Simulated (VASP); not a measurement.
Write the native input for VASP 6.6.1 that does the following.

```yaml
Task: single point
Functional: PBE
Potentials_or_basis: VASP PAW PBE potentials, release 64 (Ta_pv, F)
Cutoff: 600 eV
k_mesh: 6 × 6 × 6
Occupations: gaussian, width 0.1 eV
Spin: no spin polarisation
Dipole_correction: no
Further_INCAR_settings: ALGO = Normal; EDIFF = 1e-06; NBANDS = 28
```

The structure of TaF4 lies in POSCAR:

```
TaF4
1.0
   -2.4193671128      2.4193671128      2.4193671128
    2.4193671128     -2.4193671128      2.4193671128
    2.4193671128      2.4193671128     -2.4193671128
Ta F
1 4
Direct
    0.0000000000      0.0000000000      0.0000000000
    0.0000000000      0.0000000000      0.5000000000
    0.0000000000      0.5000000000      0.0000000000
    0.5000000000      0.5000000000      0.5000000000
    0.5000000000      0.0000000000      0.0000000000
```

The cell was built from a structure type or drawn by symmetry, and may not be a known phase.

These files were run (other wordings do the same):

INCAR

```
ALGO     = Normal         # electronic algorithm
EDIFF    = 1E-6           # SCF threshold, eV
ENCUT    = 600            # plane-wave cutoff, eV
GGA      = PE             # functional
GGA_COMPAT= False        
ISIF     = 2              # what is computed and relaxed
ISMEAR   = 0              # smearing method
LASPH    = True           # aspherical terms in the spheres
LCHARG   = False          # write CHGCAR
LREAL    = False          # projectors in reciprocal space
LWAVE    = False          # write WAVECAR
NBANDS   = 28             # bands
NELM     = 120            # most SCF steps
PREC     = Accurate       # precision mode
SIGMA    = 0.1            # smearing width, eV
```

KPOINTS

```
k-points
0
Gamma
  6 6 6
```

Potentials or basis: VASP PAW PBE potentials, release 64 (Ta_pv, F).

Run with:

```bash
$ cat potpaw_PBE.64/Ta_pv/POTCAR potpaw_PBE.64/F/POTCAR > POTCAR
$ mpirun -np 1 vasp_std > vasp.out
```

Results of the run:

```json
{"Pressure": "-0.1 GPa", "Band gap on the k mesh": "zero (an odd number of electrons rules out a gap without spin polarisation)"}
```

Caveat: spin-orbit coupling is left out, which moves the levels of the heavy elements; an odd number of electrons without spin polarisation forces a metal; a magnetic or distorted state may lie lower.

Wall time 20 s on 1 thread of AMD EPYC 9R45 96-Core Processor (Zen 5), on a shared host, peak memory 0.18 GiB.
